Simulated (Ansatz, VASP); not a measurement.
Si: VASP beside Ansatz

```
Si
1.0
     0.00000    2.68966    2.68966
     2.68966    0.00000    2.68966
     2.68966    2.68966    0.00000
Si
2
Cartesian
  0.0000 0.0000 0.0000
  1.3448 1.3448 1.3448
```

Change from the starting cell: strained cell.

Alike in both runs: functional PBEsol; k mesh 10 × 10 × 10; occupations gaussian, width 0.02 eV; no spin polarisation.

Ansatz relaxed the structure, and its values are those at the end. VASP's run is a single point on that final structure, the one shown.

|  | VASP | Ansatz |
| --- | --- | --- |
| version | VASP 6.6.1 | Ansatz 0.2.0 |
| potentials or method | VASP PAW PBE potentials, release 64 (Si), cutoff 500 eV | scalar-relativistic, plane waves, PAW |
| valence electrons in the cell | 8 | 8 |

Ansatz gave:

```
gap on the k mesh at the Fermi level (eV) : 0.42
least direct gap on the mesh (eV)         : 2.53
pressure (GPa)                            : 3.0
```

Task: Estimate VASP's values.

Result: gap on the k mesh at the Fermi level (eV): 0.42; least direct gap on the mesh (eV): 2.53; pressure (GPa): 3.1.

VASP's potentials were made for PBE, not for PBEsol. Ansatz's warnings: stress scf threshold loose.
